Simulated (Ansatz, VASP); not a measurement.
## One calculation of Pd, two programs

```
CELL_PARAMETERS angstrom
0.00000 2.84429 2.84429
2.84429 0.00000 2.84429
2.84429 2.84429 0.00000
ATOMIC_POSITIONS crystal
Pd 0.12500 0.12500 0.12500
Pd 0.87500 0.87500 0.87500
```

Alike in both runs: task single point; functional LDA; k mesh 11 × 11 × 11; occupations fermi-dirac, width 0.05 eV; collinear spin.

```csv
,VASP,Ansatz
version,VASP 6.6.1,Ansatz 0.2.0
potentials or method,"VASP PAW LDA potentials, release 64 (Pd), cutoff 520 eV","plane waves (420 eV) with PAW, scalar-relativistic"
valence electrons in the cell,20,36
```

Ansatz gave:

```
pressure (GPa)                                                : -3.3
net moment per atom (μB)                                      : 0.46
size of the moment on the site where the two differ most (μB) : 0.44
```

Task: Estimate VASP's values.

Result: Pressure (GPa): -3.5; net moment per atom (μB): 0.43; size of the moment on the site where the two differ most (μB): 0.41.

Ansatz warns that its potentials were made for another functional, while VASP's fit it. LDA's correlation is that of Perdew and Zunger in VASP and of Perdew and Wang (1992) in Ansatz. Site moments also hang on the region over which each program counts them. VASP's potentials hold 20 valence electrons a cell and Ansatz's 36, so a difference there can come from the potentials and not from the codes.
